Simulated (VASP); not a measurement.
Set up this calculation in VASP 6.6.1, as the native input.

| Item | Value |
| --- | --- |
| Task | single point |
| Functional | PBE |
| Potentials or basis | VASP PAW PBE potentials, release 64 (In_d, Se) |
| Cutoff | 520 eV |
| k mesh | 12 × 12 × 12 |
| Occupations | gaussian, width 0.1 eV |
| Spin | no spin polarisation |
| Dipole correction | no |
| Further INCAR settings | ALGO = Normal; EDIFF = 1e-06; NBANDS = 27 |

The structure of InSe lies in POSCAR:

```
InSe
1.0
    2.0637986082      1.1915346820      7.3115680541
   -2.0637986082      1.1915346820      7.3115680541
    0.0000000000     -2.3830693639      7.3115680541
In Se
2 2
Direct
    0.5000000000      0.5000000000      0.5000000000
    0.0000000000      0.0000000000      0.0000000000
    0.7624503278      0.7624503278      0.7624503278
    0.2375496722      0.2375496722      0.2375496722
```

One way to write it, as run:

INCAR

```
SYSTEM = InSe
  ALGO = Normal
  EDIFF = 1E-6
  ENCUT = 520
  GGA = PE
  ISIF = 2
  ISMEAR = 0
  LASPH = .True.
  LCHARG = .True.
  LELF = .True.
  LREAL = .False.
  LVHAR = .True.
  LWAVE = .False.
  NBANDS = 27
  NELM = 100
  PREC = Accurate
  SIGMA = 0.1
```

KPOINTS

```
k-points
0
Gamma
  12 12 12
  0 0 0
```

Potentials or basis: VASP PAW PBE potentials, release 64 (In_d, Se).

The run is started by

```sh
$ cat potpaw_PBE.64/In_d/POTCAR potpaw_PBE.64/Se/POTCAR > POTCAR
$ mpirun -np 1 vasp_std > vasp.out
```

Results of the run:

| Item | Value |
| --- | --- |
| Pressure | 0.0 GPa |
| Largest force | 0.013 eV/Å |
| Band gap on the k mesh | zero (band 19 reaches 5.45 eV, above the bottom of band 20 at 4.68 eV) |

Caveat: spin-orbit coupling is left out, which moves the levels of the heavy elements.

Run time: 21 min on 1 thread of Intel(R) Xeon(R) Platinum 8259CL CPU @ 2.50GHz (Skylake/Cascade Lake) (shared host), peak memory 0.81 GiB.
